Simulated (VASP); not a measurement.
**TiC (dsol): relaxation of cell and atoms with PBEsol**

Crystal: TiC (dsol).

```
CELL_PARAMETERS angstrom
0.00000 2.14643 2.14643
2.14643 0.00000 2.14643
2.14643 2.14643 0.00000
ATOMIC_POSITIONS crystal
Ti 0.00000 0.00000 0.00000
C 0.50000 0.50000 0.50000
```

| Property | Result |
| --- | --- |
| Program | VASP 6.6.1 |
| Task | relaxation of cell and atoms |
| Functional | PBEsol |
| Potentials or basis | VASP PAW PBE potentials, release 64 (Ti_sv, C) |
| Cutoff | 600 eV |
| k mesh | 16 × 16 × 16 |
| Occupations | fermi-dirac, width 0.15 eV |
| Spin | no spin polarisation |
| Dipole correction | no |
| Further INCAR settings | ALGO = Normal; EDIFF = 1e-06; IBRION = 2; EDIFFG = -0.001; NSW = 80; ISIF = 3 |

The relaxed volume is 9.90 Å³/atom and the relaxed cell is a = 3.037 Å, b = 3.037 Å, c = 3.037 Å, α = 60.00°, β = 60.00°, γ = 60.00°. The space group after relaxing (to 0.05 Å) is Fm-3m (No. 225), the energy gained by relaxing is 0.0 meV/atom and the ionic steps are 3. The pressure after relaxing is 0.0 GPa and the band gap on the k mesh is zero (band 8 reaches 10.28 eV, above the bottom of band 9 at 9.19 eV).

Final structure:
```
Ti C
1.0
     0.00000    2.14728    2.14728
     2.14728    0.00000    2.14728
     2.14728    2.14728    0.00000
Ti C
1 1
Cartesian
  0.0000 0.0000 0.0000
  2.1473 2.1473 2.1473
```

Levels at points of the mesh, in eV from the Fermi level:
```tsv
k point	band 6	band 7	band 8	band 9	band 10	band 11
(0.00, 0.00, 0.00)	0.68	0.68	0.68	1.75	1.75	1.75
(0.50, 0.00, 0.00)	-5.98	-2.97	-2.97	3.03	3.03	4.27
(0.50, 0.50, 0.00)	-3.45	-1.74	0.01	0.01	2.84	3.66
```

Wall time 24 s on 1 thread of Intel(R) Xeon(R) 6975P-C (Granite Rapids), with other jobs on the host, peak memory 0.17 GiB.

Caveat: the PAW data sets were made with another functional, which shifts forces and pressure a little.
